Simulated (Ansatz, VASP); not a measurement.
**Two plane-wave programs on HgTe**

Contents of INCAR:

```
SYSTEM = HgTe
PREC = Accurate ; ENCUT = 600
EDIFF = 1E-6 ; ISMEAR = -1
SIGMA = 0.05 ; LREAL = .False.
LASPH = .True. ; NELM = 80
ALGO = Normal ; ISIF = 3
LWAVE = .False. ; LCHARG = .False.
GGA = B5 ; ALDAX = 1.0
AGGAX = 1.0 ; AGGAC = 1.0
ALDAC = 0.0 ; IVDW = 12
VDW_S6 = 1.0 ; VDW_S8 = 2.6996
VDW_A1 = 0.4298 ; VDW_A2 = 4.2359
IBRION = 2 ; NSW = 60
EDIFFG = -0.01
```

Contents of KPOINTS:

```
regular mesh
0
Gamma
  7 7 7
  0 0 0
```

File POSCAR:

```
HgTe
1.0
    0.0000000000      3.1800000000      3.1800000000
    3.1800000000      0.0000000000      3.1800000000
    3.1800000000      3.1800000000      0.0000000000
Hg Te
1 1
Direct
    0.0000000000      0.0000000000      0.0000000000
    0.5000000000      0.5000000000      0.5000000000
```

Contents of input.yaml:

```yaml
crystal:
  lattice:
    - [0.0, 3.18, 3.18]
    - [3.18, 0.0, 3.18]
    - [3.18, 3.18, 0.0]
  atoms:
    - { symbol: Hg, position: [0.0, 0.0, 0.0] }
    - { symbol: Te, position: [0.5, 0.5, 0.5] }
hamiltonian:
  xc: blyp
  pseudopotentials: { kind: paw }
  dispersion: d3bj
kpoints:
  mp_grid: { grid: [7, 7, 7] }
scf:
  occupations: { method: fermi_dirac, width: 0.05 }
output:
  forces: true
  stress: true
  eigenvalues: true
  write_density: true
  write_potential: true
  elf: true
  volumetric_format: npy
relax:
  f_tol: 0.01
  max_steps: 40
  cell: { stress_tol: 0.05 }
```

Alike in both runs: task relaxation of cell and atoms; functional BLYP; dispersion D3(BJ); k mesh 7 × 7 × 7; occupations fermi-dirac, width 0.05 eV; no spin polarisation.

```csv
,VASP,Ansatz
version,VASP 6.6.1,Ansatz 0.2.0
potentials or method,"VASP PAW PBE potentials, release 64 (Hg, Te)",Ansatz PAW
plane-wave cutoff (eV),600,420
valence electrons in the cell,18,36
```

VASP gave:

- gap on the k mesh at the Fermi level, each at its own relaxed structure (eV): none
- relaxed volume (Å³/atom): 28.24
- relaxed cell length with the largest relative difference (Å): 4.307

Which values does Ansatz return?

gap on the k mesh at the Fermi level, each at its own relaxed structure (eV): none; relaxed volume (Å³/atom): 28.03; relaxed cell length with the largest relative difference (Å): 4.296.

VASP's potentials were made for PBE, not for BLYP. A gap of «none» marks a metal or a gap that the smearing closes. VASP's potentials hold 18 valence electrons a cell and Ansatz's 36, so a difference there can come from the potentials and not from the codes.

Spin-orbit coupling is off throughout. Noted on Ansatz's run: the plane-wave basis is chosen anew once the cell has moved, so the energies of steps on either side of that aren't comparable.
